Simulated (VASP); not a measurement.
Here is a VASP 6.6.1 calculation.

The input INCAR:

```
SYSTEM = LaS
PREC = Accurate ; ENCUT = 520
EDIFF = 1E-6 ; ISMEAR = 1
SIGMA = 0.15 ; LREAL = .False.
LASPH = .True. ; NELM = 100
ALGO = Normal ; ISIF = 2
LWAVE = .False. ; LCHARG = .True.
GGA = CA ; LELF = .True.
LVHAR = .True. ; NBANDS = 16
```

File KPOINTS:

```
Automatic mesh
0
Gamma
  8 8 8
  0 0 0
```

POSCAR

```
LaS
1.0
    0.0000000000      2.9655175750      2.9655175750
    2.9655175750      0.0000000000      2.9655175750
    2.9655175750      2.9655175750      0.0000000000
La S
1 1
Direct
    0.0000000000      0.0000000000      0.0000000000
    0.5000000000      0.5000000000      0.5000000000
```

Potentials or basis: VASP PAW LDA potentials, release 64 (La, S).

Launch:

```bash
$ cat potpaw_LDA.64/La/POTCAR potpaw_LDA.64/S/POTCAR > POTCAR
$ mpirun -np 1 vasp_std > vasp.out
```

(1) Predict the pressure.

Results:

(1) -6.6 GPa.
